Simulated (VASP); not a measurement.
Runs of VASP 6.6.1 on AlNi (rocksalt type). The structure is that of space group Fm-3m (No. 225), or close to it. The cells are those of the table. 

```csv
task,cell,k mesh,cutoff (eV),gap on the mesh (eV),pressure (GPa)
single point,"a = 2.930 Å, angles 60.0°, 2 atoms",16 × 16 × 16,520,none,144.1
single point,"a = 2.936 Å, angles 60.0°, 2 atoms",16 × 16 × 16,520,none,(a)
relaxation of cell and atoms,"relaxed to 140 GPa from a = 2.936 Å, angles 60.0°, 2 atoms",16 × 16 × 16,600,none,140.0
single point,"a = 3.436 Å, angles 60.0°, 2 atoms",14 × 14 × 14,520,none,0.0
relaxation of cell and atoms,"relaxed to 140 GPa from a = 2.930 Å, angles 60.0°, 2 atoms",16 × 16 × 16,600,none,140.0
relaxation of cell and atoms,"relaxed from a = 3.429 Å, angles 60.0°, 2 atoms",14 × 14 × 14,600,none,0.0
single point,"a = 2.935 Å, angles 60.0°, 2 atoms",16 × 16 × 16,520,none,140.6
```

Alike in all rows: level PBE; potentials or basis VASP PAW PBE potentials, release 64 (Ni, Al); no spin polarisation; smearing fermi-dirac 0.05 eV.

Question: Fill in the values left out.

Answer: (a) 140.4.

Caveats: the cell is relaxed towards a set pressure, so the enthalpy falls and the energy may rise (some runs).

A gap of «none» marks levels without a gap at the run's occupations.
